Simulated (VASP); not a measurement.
# HfPdSe4 (P-3m1) in VASP: further runs

The runs below take HfPdSe4 through single point, with PBE.

Everything below comes from runs of VASP 6.6.1. Logs are shortened: lines on timing, memory, paths and dates and some standing lists are left out, and cuts for length are marked.

**1. The cell of the first run**

Symmetry: P-3m1, No. 164, trigonal system. The conventional cell has a = 3.569 Å, b = 3.569 Å, c = 13.499 Å, α = 90.00°, β = 90.00°, γ = 120.00°. Within 3.6 Å of Hf (site symmetry -3m) lie 6 Se at 2.69 Å and 6 Hf at 3.57 Å. Pd (site symmetry -3m) has 6 Se at 2.65 Å and 6 Pd at 3.57 Å within 3.6 Å. Within 3.6 Å of Se (site symmetry 3m) lie 3 Hf at 2.69 Å and 6 Se at 3.57 Å. Within 3.6 Å of Se (site symmetry 3m) lie 3 Pd at 2.65 Å and 6 Se at 3.57 Å.

The cell was generated, and may not be a known phase.

**2. Single point, PBE**

Contents of INCAR:

```
SYSTEM = HfPdSe4
PREC = Accurate
ENCUT = 520
EDIFF = 1E-6
ISMEAR = 0
SIGMA = 0.1
LREAL = .False.
LASPH = .True.
NELM = 80
ALGO = Normal
ISIF = 2
LWAVE = .False.
LCHARG = .False.
GGA = PE
NBANDS = 31
```

Contents of KPOINTS:

```
regular mesh
0
Gamma
  6 6 2
  0 0 0
```

Contents of POSCAR:

```
HfPdSe4
1.0
    3.5686487100      0.0000000000      0.0000000000
   -1.7843243600      3.0905404400      0.0000000000
    0.0000000000      0.0000000000     13.4986046900
Hf Pd Se
1 1 4
Direct
    0.0000000000      0.0000000000      0.0000000000
    0.0000000000      0.0000000000      0.5000000000
    0.6666666700      0.3333333300      0.8719140300
    0.6666666700      0.3333333300      0.3771010000
    0.3333333300      0.6666666700      0.6228990000
    0.3333333300      0.6666666700      0.1280859700
```

Potentials or basis: VASP PAW PBE potentials, release 64 (Hf_pv, Pd, Se).

On the command line:

```console
cat potpaw_PBE.64/Hf_pv/POTCAR potpaw_PBE.64/Pd/POTCAR potpaw_PBE.64/Se/POTCAR > POTCAR
mpirun -np 1 vasp_std > vasp.out
```

OUTCAR:

```text
SYSTEM = HfPdSe4
   PREC = Accurate
   ENCUT = 520
   EDIFF = 1E-6
   ISMEAR = 0
   LREAL = .False.
   LASPH = .True.
   NELM = 80
   ISIF = 2
   GGA = PE

 ion  position               nearest neighbor table
   1  0.000  0.000  0.000-   3 2.69   6 2.69   3 2.69   6 2.69   3 2.69   6 2.69
   2  0.000  0.000  0.500-   4 2.65   5 2.65   4 2.65   5 2.65   4 2.65   5 2.65
   3  0.667  0.333  0.872-   1 2.69   1 2.69   1 2.69
   4  0.667  0.333  0.377-   2 2.65   2 2.65   2 2.65
   5  0.333  0.667  0.623-   2 2.65   2 2.65   2 2.65
   6  0.333  0.667  0.128-   1 2.69   1 2.69   1 2.69

  LATTYP: Found a hexagonal cell.
 ALAT       =     3.5686487100
 C/A-ratio  =     3.7825535061

  Lattice vectors:

 A1 = (   3.5686487100,   0.0000000000,   0.0000000000)
 A2 = (  -1.7843243600,   3.0905404400,   0.0000000000)
 A3 = (   0.0000000000,   0.0000000000,  13.4986046900)

Analysis of symmetry for initial positions (statically):
=====================================================================
 Subroutine PRICEL returns:
 Original cell was already a primitive cell.

 Routine SETGRP: Setting up the symmetry group for a
 hexagonal supercell.

 Subroutine GETGRP returns: Found 12 space group operations
 (whereof 12 operations were pure point group operations)
 out of a pool of 24 trial point group operations.

The static configuration has the point symmetry D_3d.

Analysis of symmetry for dynamics (positions and initial velocities):
=====================================================================
 Subroutine PRICEL returns:
 Original cell was already a primitive cell.

 Routine SETGRP: Setting up the symmetry group for a
 hexagonal supercell.

 Subroutine GETGRP returns: Found 12 space group operations
 (whereof 12 operations were pure point group operations)
 out of a pool of 24 trial point group operations.

The dynamic configuration has the point symmetry D_3d.

 Subroutine INISYM returns: Found 12 space group operations
 (whereof 12 operations are pure point group operations),
 and found     1 'primitive' translations

----------------------------------------------------------------------------------------

                                     Primitive cell

  volume of cell :     148.8768

  direct lattice vectors                    reciprocal lattice vectors
     3.568648710  0.000000000  0.000000000     0.280218111  0.161784002  0.000000000
    -1.784324360  3.090540440  0.000000000     0.000000000  0.323568004  0.000000000
     0.000000000  0.000000000 13.498604690     0.000000000  0.000000000  0.074081731

  length of vectors
     3.568648710  3.568648712 13.498604690     0.323568004  0.323568004  0.074081731

  position of ions in fractional coordinates (direct lattice)
     0.000000000  0.000000000  0.000000000
     0.000000000  0.000000000  0.500000000
     0.666666670  0.333333330  0.871914030
     0.666666670  0.333333330  0.377101000
     0.333333330  0.666666670  0.622899000
     0.333333330  0.666666670  0.128085970

  ion indices of the primitive-cell ions
   primitive index   ion index
                 1           1
                 2           2
                 3           3
                 4           4
                 5           5
                 6           6

----------------------------------------------------------------------------------------

 KPOINTS: regular mesh

Automatic generation of k-mesh.
 Grid dimensions read from file:
 generate k-points for:    6    6    2

 Generating k-lattice:

  Cartesian coordinates                     Fractional coordinates (reciprocal lattice)
     0.046703018  0.026964000  0.000000000     0.166666667  0.000000000  0.000000000
     0.000000000  0.053928001  0.000000000     0.000000000  0.166666667  0.000000000
     0.000000000  0.000000000  0.037040865     0.000000000  0.000000000  0.500000000

  Length of vectors
     0.053928001  0.053928001  0.037040865

  Shift w.r.t. Gamma in fractional coordinates (k-lattice)
     0.000000000  0.000000000  0.000000000

 Subroutine IBZKPT returns following result:
 ===========================================

 Found     14 irreducible k-points:

 Following reciprocal coordinates:
            Coordinates               Weight
  0.000000  0.000000  0.000000      1.000000
  0.166667  0.000000  0.000000      6.000000
  0.333333  0.000000  0.000000      6.000000
  0.500000  0.000000  0.000000      3.000000
  0.166667  0.166667  0.000000      6.000000
  0.333333  0.166667  0.000000     12.000000
  0.333333  0.333333  0.000000      2.000000
  0.000000  0.000000  0.500000      1.000000
  0.166667  0.000000  0.500000      6.000000
  0.333333  0.000000  0.500000      6.000000
  0.500000  0.000000  0.500000      3.000000
  0.166667  0.166667  0.500000      6.000000
  0.333333  0.166667  0.500000     12.000000
  0.333333  0.333333  0.500000      2.000000
   k-points           NKPTS =     14   k-points in BZ     NKDIM =     14   number of bands    NBANDS=     31
   number of dos      NEDOS =    301   number of ions     NIONS =      6
   total plane-waves  NPLWV =  78400
   dimension x,y,z NGX =    28 NGY =   28 NGZ =  100
   dimension x,y,z NGXF=    56 NGYF=   56 NGZF=  200
   ions per type =               1   1   4
   NGX,Y,Z   is equivalent  to a cutoff of  13.04, 13.04, 12.32 a.u.
   NGXF,Y,Z  is equivalent  to a cutoff of  26.09, 26.09, 24.63 a.u.
 SYSTEM =  HfPdSe4
   PREC   = accura    normal or accurate (medium, high low for compatibility)
   ISTART =      0    job   : 0-new  1-cont  2-samecut
   ICHARG =      2    charge: 1-file 2-atom 10-const
   ISPIN  =      1    spin polarized calculation?
   LNONCOLLINEAR =      F non collinear calculations
   LSORBIT =      F    spin-orbit coupling
   LASPH  =      T    aspherical Exc in radial PAW
   ENCUT  =  520.0 eV  38.22 Ry    6.18 a.u.   6.64  6.64 25.10*2*pi/ulx,y,z
   NELM   =     80;   NELMIN=  2; NELMDL= -5     # of ELM steps
   EDIFF  = 0.1E-05   stopping-criterion for ELM
   LREAL  =      F    real-space projection
   EDIFFG = 0.1E-04   stopping-criterion for IOM
   NSW    =      0    number of steps for IOM
   IBRION =     -1    ionic relax: 0-MD 1-quasi-New 2-CG
   NFREE  =      0    steps in history (QN), initial steepest desc. (CG)
   ISIF   =      2    stress and relaxation
   ISYM   =      2    0-nonsym 1-usesym 2-fastsym
   POTIM  = 0.5000    time-step for ionic-motion
   TEBEG  =    0.0;   TEEND  =   0.0 temperature during run
   PSTRESS=    0.0 pullay stress
   NELECT =      44.0000    total number of electrons
   NUPDOWN=      -1.0000    fix difference up-down
   EMIN   =  10.00;   EMAX   =-10.00  energy-range for DOS
   EFERMI =   0.00;   METHOD = LEGACY
   ISMEAR =     0;   SIGMA  =   0.10  broadening in eV -4-tet -1-fermi 0-gaus
   EFERMI_NEDOS =   21; number of points for ismear=-14 and -15
   IALGO  =     38    algorithm
   IMIX   =      4    mixing-type and parameters
     AMIX     =   0.40;   BMIX     =  1.00
     AMIX_MAG =   1.60;   BMIX_MAG =  1.00
  volume/ion in A,a.u.               =      24.81       167.45
  Fermi-wavevector in a.u.,A,eV,Ry     =   1.090477  2.060704 16.179246  1.189141
  Thomas-Fermi vector in A             =   2.226703
   LORBIT       =      0    0 simple, 1 ext, 2 COOP (PROOUT), +10 PAW based schemes
   GGA     = PE    functional components
   LHFCALC =     F    Hartree Fock is set to
   AEXX    =    0.0000 exact exchange contribution
   IVDW    =     0    specifies the selected vdW correction
   LEPSILON=     F    determine dielectric tensor
   LRPA    =     F    only Hartree local field effects (RPA)
 non-spin polarized calculation
 Gauss-broadening in eV      SIGMA  =   0.10
  energy-cutoff  :      520.00
  volume of cell :      148.88
 maximum number of plane-waves:      4071
 NGX is ok and might be reduce to    28
   NGX = 13   NGY = 13   NGZ = 51

 number of electron      44.0000004 magnetization

 Free energy of the ion-electron system (eV)
  ---------------------------------------------------
  ext. energy  EPLUGINS =         0.00000000
  ---------------------------------------------------
  free energy    TOTEN  =       -33.10581677 eV

  energy without entropy =      -33.08469919  energy(sigma->0) =      -33.09525798

 E-fermi :   3.5806     XC(G=0):  -9.5610

 val. band max:        3.5447143108   @ k =   0.5000   0.0000   0.5000
 cond. band min:       3.6416450011   @ k =   0.3333   0.1667   0.5000
 fundamental gap:      0.0969306903
 Fermi energy:         3.5806476413

 k-point     1 :       0.0000    0.0000    0.0000
  band No.  band energies     occupation
      1     -27.6150      2.00000
      2     -27.5477      2.00000
      3     -27.5477      2.00000
      4     -10.2556      2.00000
      5     -10.0628      2.00000
      6      -9.6001      2.00000
[... 23 lines left out ...]
     30       8.1170      0.00000
     31       9.1508      0.00000

 k-point     2 :       0.1667    0.0000    0.0000
  band No.  band energies     occupation
      1     -27.6045      2.00000
      2     -27.6003      2.00000
      3     -27.5598      2.00000
      4      -9.9886      2.00000
      5      -9.7776      2.00000
      6      -9.4566      2.00000
[... 23 lines left out ...]
     30       9.1768      0.00000
     31      10.0311      0.00000

 k-point     3 :       0.3333    0.0000    0.0000
  band No.  band energies     occupation
      1     -27.7056      2.00000
      2     -27.5841      2.00000
      3     -27.5815      2.00000
      4      -9.3804      2.00000
      5      -9.1871      2.00000
      6      -9.0924      2.00000
[... 363 lines left out ...]
     30       9.0334      0.00000
     31       9.6660      0.00000

 k-point    14 :       0.3333    0.3333    0.5000
  band No.  band energies     occupation
      1     -27.6930      2.00000
      2     -27.6930      2.00000
      3     -27.5649      2.00000
      4      -8.8493      2.00000
      5      -8.8493      2.00000
      6      -8.6216      2.00000
[... 23 lines left out ...]
     30       8.6048      0.00000
     31       9.3320      0.00000

------------------------ aborting loop because EDIFF is reached ----------------------------------------

  FORCE on cell =-STRESS in cart. coord.  units (eV):
  Direction    XX          YY          ZZ          XY          YZ          ZX
  --------------------------------------------------------------------------------------
  -------------------------------------------------------------------------------------
  Total        0.2586344      0.2586344     -7.6597246     -0.0000000      0.0000000     -0.0000000
  in kB        2.7833621      2.7833621    -82.4321497     -0.0000000      0.0000000     -0.0000000
  external PRESSURE =     -25.6218085 kB  Pullay stress =       0.0000000 kB

 VOLUME and BASIS-vectors are now :
 -----------------------------------------------------------------------------
  energy-cutoff  :      520.00
  volume of cell :      148.88
      direct lattice vectors                 reciprocal lattice vectors
     3.568648710  0.000000000  0.000000000     0.280218111  0.161784002  0.000000000
    -1.784324360  3.090540440  0.000000000     0.000000000  0.323568004  0.000000000
     0.000000000  0.000000000 13.498604690     0.000000000  0.000000000  0.074081731

 POSITION                                       TOTAL-FORCE (eV/Angst)
 -----------------------------------------------------------------------------------
      0.00000      0.00000      0.00000        -0.000000      0.000000     -0.000000
      0.00000      0.00000      6.74930        -0.000000      0.000000     -0.000000
      1.78432      1.03018     11.76962        -0.000000     -0.000000      0.700793
      1.78432      1.03018      5.09034         0.000000      0.000000      1.653628
     -0.00000      2.06036      8.40827        -0.000000      0.000000     -1.653628
     -0.00000      2.06036      1.72898         0.000000      0.000000     -0.700793
 -----------------------------------------------------------------------------------
    total drift:                               -0.000000     -0.000000     -0.000000

  FREE ENERGIE OF THE ION-ELECTRON SYSTEM (eV)
  ---------------------------------------------------
  free  energy   TOTEN  =       -33.1058167721 eV

  energy  without entropy=      -33.0846991918  energy(sigma->0) =      -33.09525798
```

Run time: 58 s. Hardware: 1 thread of Intel Xeon 6975P-C (Granite Rapids), shared host; peak memory 0.29 GiB.

What came out:

```
Free energy            : -33.1058 eV
Pressure               : -2.6 GPa
Largest force          : 1.654 eV/Å
Band gap on the k mesh : zero (bands 22 and 23 overlap by 0.31 eV)
```

Forces on the atoms (eV/Å):
```
Hf   0.000  0.000  0.000
Pd   0.000  0.000  0.000
Se   0.000  0.000  0.701
Se   0.000  0.000  1.654
Se   0.000  0.000 -1.654
Se   0.000  0.000 -0.701
```

Levels at points of the mesh, in eV from the Fermi level:
| k point | band 20 | band 21 | band 22 | band 23 | band 24 | band 25 |
| --- | --- | --- | --- | --- | --- | --- |
| (0.00, 0.00, 0.00) | 0.07 | 0.23 | 0.23 | 1.22 | 1.41 | 1.41 |
| (0.50, 0.00, 0.00) | -1.77 | -1.30 | -0.97 | -0.08 | 0.73 | 0.94 |
| (0.00, 0.00, 0.50) | 0.09 | 0.21 | 0.21 | 1.35 | 1.41 | 1.41 |
| (0.50, 0.00, 0.50) | -1.82 | -1.27 | -1.01 | -0.04 | 0.75 | 0.94 |

Caveat: the stress differs along the axes, from -8 to 0 GPa; spin-orbit coupling is left out, which moves the levels of the heavy elements; this functional lacks dispersion, which binds layers or chains, so the pressure and a relaxed spacing across them are unreliable; forces of over 1 eV/Å act on the atoms, so gaps and moduli don't describe the material at rest.

**3. Single point, PBE**

This run uses another cell than the first one, of 26.79 Å³/atom.

Contents of INCAR:

```
SYSTEM = HfPdSe4
ALGO = Normal
EDIFF = 1E-7
ENCUT = 520
GGA = PE
ISIF = 2
ISMEAR = 0
LASPH = .TRUE.
LCHARG = .FALSE.
LREAL = .FALSE.
LWAVE = .FALSE.
NBANDS = 31
NELM = 80
PREC = Accurate
SIGMA = 0.1
```

Contents of KPOINTS:

```
k-points
0
G
  6 6 2
  0 0 0
```

Contents of POSCAR:

```
HfPdSe4
1.0
    3.7620939282      0.0000000030      0.0000000000
   -1.8810469667      3.2580689117      0.0000000000
    0.0000000000      0.0000000000     13.1139129040
Hf Pd Se
1 1 4
Direct
    0.0000000000      0.0000000000      0.0000000000
    0.0000000000      0.0000000000      0.5000000000
    0.6666666667      0.3333333333      0.8794061338
    0.6666666667      0.3333333333      0.4017221920
    0.3333333333      0.6666666667      0.5982778080
    0.3333333333      0.6666666667      0.1205938662
```

Potentials or basis: VASP PAW PBE potentials, release 64 (Hf_pv, Pd, Se).

On the command line:

```console
cat potpaw_PBE.64/Hf_pv/POTCAR potpaw_PBE.64/Pd/POTCAR potpaw_PBE.64/Se/POTCAR > POTCAR
mpirun -np 1 vasp_std > vasp.out
```

It took 47 s on 1 thread of Intel Xeon 6975P-C (Granite Rapids), shared host; peak memory 0.29 GiB.

It converged, with:

```
Free energy            : -33.9461 eV
Pressure               : -0.1 GPa
Largest force          : 0.063 eV/Å
Band gap on the k mesh : 0.53 eV (least direct gap 0.97 eV)
```

Forces on the atoms (eV/Å):
```
Hf   0.000  0.000  0.000
Pd   0.000  0.000  0.000
Se   0.000  0.000  0.063
Se   0.000  0.000 -0.035
Se   0.000  0.000  0.035
Se   0.000  0.000 -0.063
```

Levels at points of the mesh, in eV from the valence-band top:
```
           k point  band 19  band 20  band 21  band 22  band 23  band 24  band 25  band 26
(0.00, 0.00, 0.00)    -0.10    -0.10    -0.04    -0.04     1.43     1.43     1.83     2.08
(0.50, 0.00, 0.00)    -1.89    -1.88    -1.22    -1.21     0.53     1.46     1.91     3.18
(0.00, 0.00, 0.50)    -0.09    -0.09    -0.06    -0.06     1.43     1.43     1.88     2.09
(0.50, 0.00, 0.50)    -1.88    -1.67    -1.40    -1.22     0.55     1.49     1.91     3.18
```

Caveat: spin-orbit coupling is left out, which moves the levels of the heavy elements; this functional lacks dispersion, which binds layers or chains, so the pressure and a relaxed spacing across them are unreliable. A k mesh can miss the band edges.

The gap in the log of VASP goes by the Fermi energy; the results here count the filled bands.